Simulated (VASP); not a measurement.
## KPt: single point with LDA

Crystal: KPt.

```
CELL_PARAMETERS angstrom
3.00085 0.00000 0.00000
-1.50042 2.59881 0.00000
0.00000 0.00000 5.34558
ATOMIC_POSITIONS crystal
Pt 0.66667 0.33333 0.00000
K 0.00000 0.00000 0.50000
```

```
Program             : VASP 6.6.1
Task                : single point
Functional          : LDA
Potentials or basis : VASP PAW LDA potentials, release 64 (Pt, K_sv)
Cutoff              : 520 eV
k mesh              : 10 × 10 × 5
Occupations         : gaussian, width 0.05 eV
Spin                : no spin polarisation
```

* Pressure: -6.7 GPa

Stress tensor (GPa, compression positive):
```
-7.33  0.00  0.00
 0.00 -7.33  0.00
 0.00  0.00 -5.40
```

Levels at points of the mesh, in eV from the Fermi level:
| k point | band 8 | band 9 | band 10 | band 11 | band 12 | band 13 |
| --- | --- | --- | --- | --- | --- | --- |
| (0.00, 0.00, 0.00) | -2.34 | -0.94 | -0.94 | 1.72 | 1.82 | 5.69 |
| (0.50, 0.00, 0.00) | -1.46 | 0.08 | 0.50 | 1.89 | 2.30 | 3.57 |

Wall time 20 s on 1 thread of Intel(R) Xeon(R) Platinum 8488C (Sapphire Rapids) (shared host), peak memory 0.16 GiB.

Caveat: spin-orbit coupling is left out, which moves the levels of the heavy elements.
